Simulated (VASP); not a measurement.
A run of VASP 6.6.1 is set up as follows.

Contents of INCAR:

```
ALGO = Normal
EDIFF = 1E-7
ENCUT = 520
GGA = PE
ISIF = 2
ISMEAR = 0
IVDW = 12
LASPH = True
LCHARG = False
LREAL = False
LWAVE = False
NBANDS = 10
NELM = 100
PREC = Accurate
SIGMA = 0.15
```

The input KPOINTS:

```
k-points
0
Gamma
  14 14 14
```

The input POSCAR:

```
K
1.0
   -1.4244973207      2.8489946413      2.8489946413
    2.8489946413     -1.4244973207      2.8489946413
    2.8489946413      2.8489946413     -1.4244973207
K
1
Direct
    0.0000000000      0.0000000000      0.0000000000
```

Potentials or basis: VASP PAW PBE potentials, release 64 (K_sv).

Command:

```sh
$ cat potpaw_PBE.64/K_sv/POTCAR > POTCAR
$ mpirun -np 1 vasp_std > vasp.out
```

Question: Estimate the band gap on the k mesh.

Answer: Zero (an odd number of electrons rules out a gap without spin polarisation).

Question: What does it give for the pressure?

Answer: -0.2 GPa.

Question: Predict the dispersion energy per atom.

Answer: -0.102 eV.
